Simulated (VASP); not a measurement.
Here is a VASP 6.6.1 calculation.

POSCAR

```
SnO
1.0
    3.3847609838      0.0000000000      0.0000000000
   -1.6923804919      2.9312889977      0.0000000000
    0.0000000000      0.0000000000      6.4522088081
Sn O
2 2
Direct
    0.0000000000      0.0000000000      0.0000000000
    0.0000000000      0.0000000000      0.5000000000
    0.3333333333      0.6666666667      0.2500000000
    0.6666666667      0.3333333333      0.7500000000
```

INCAR.step1

```
PREC = Accurate
ENCUT = 520
ISMEAR = -1
SIGMA = 0.03
LREAL = F
LASPH = T
NELM = 60
NBANDS = 28
GGA = PE
ALGO = Normal
EDIFF = 1E-4
LWAVE = T
LCHARG = F
```

Contents of INCAR.step2:

```
PREC = Accurate
ENCUT = 520
EDIFF = 1E-6
ISMEAR = -1
SIGMA = 0.03
LREAL = F
LASPH = T
NELM = 60
ALGO = Normal
ISIF = 2
LWAVE = F
LCHARG = F
METAGGA = R2SCAN
LMIXTAU = T
LUSE_VDW = T
IVDW_NL = 2
BPARAM = 11.95
CPARAM = 0.0093
NBANDS = 28
ISTART = 1
```

The input KPOINTS:

```
Automatic mesh
0
Gamma
  12 12 4
```

Potentials or basis: VASP PAW PBE potentials, release 64 (Sn_d, O).

Run with:

```bash
$ cat potpaw_PBE.64/Sn_d/POTCAR potpaw_PBE.64/O/POTCAR > POTCAR
$ cp INCAR.step1 INCAR
$ mpirun -np 1 vasp_std > vasp.out
$ cp INCAR.step2 INCAR
$ mpirun -np 1 vasp_std > vasp.out
```

Q: What does it give for the pressure?

A: 0.3 GPa.

Q: Predict the band gap on the k mesh.

A: Zero (band 20 reaches 8.50 eV, above the bottom of band 21 at 7.64 eV).

Stress tensor (GPa, compression positive):
```
0.29 0.00 0.00
0.00 0.29 0.00
0.00 0.00 0.37
```

Caveat: the PAW data sets were made with another functional, which shifts forces and pressure a little; spin-orbit coupling is left out, which moves the levels of the heavy elements.
